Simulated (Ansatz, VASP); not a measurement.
**Two plane-wave programs on LuTiO**

```
CELL_PARAMETERS angstrom
3.80283 0.00000 0.00000
0.00000 3.80283 0.00000
0.00000 0.00000 7.91278
ATOMIC_POSITIONS crystal
Lu 0.75000 0.75000 0.36182
Lu 0.25000 0.25000 0.63818
Ti 0.25000 0.25000 0.04626
Ti 0.75000 0.75000 0.95374
O 0.75000 0.25000 0.50000
O 0.25000 0.75000 0.50000
```

Alike in both runs: functional revPBE; k mesh 5 × 5 × 3; no spin polarisation.

Ansatz relaxed the structure, and its values are those at the end. VASP's run is a single point on that final structure, the one shown.

|  | VASP | Ansatz |
| --- | --- | --- |
| version | VASP 6.6.1 | Ansatz 0.2.0 |
| potentials or method | VASP PAW PBE potentials, release 64 (Lu, Ti_sv, O), cutoff 520 eV | PAW plane waves |
| occupations | fermi-dirac, width 0.1 eV | fermi-dirac |
| valence electrons in the cell | 86 | 86 |

```csv
,VASP,Ansatz,Ansatz less VASP
pressure (GPa),0.6,0.0,-0.58
rms of the force components (eV/Å),0.051,0.001,-0.0505
```

VASP's potentials were made for PBE, not for revPBE.

Spin-orbit coupling is off throughout.
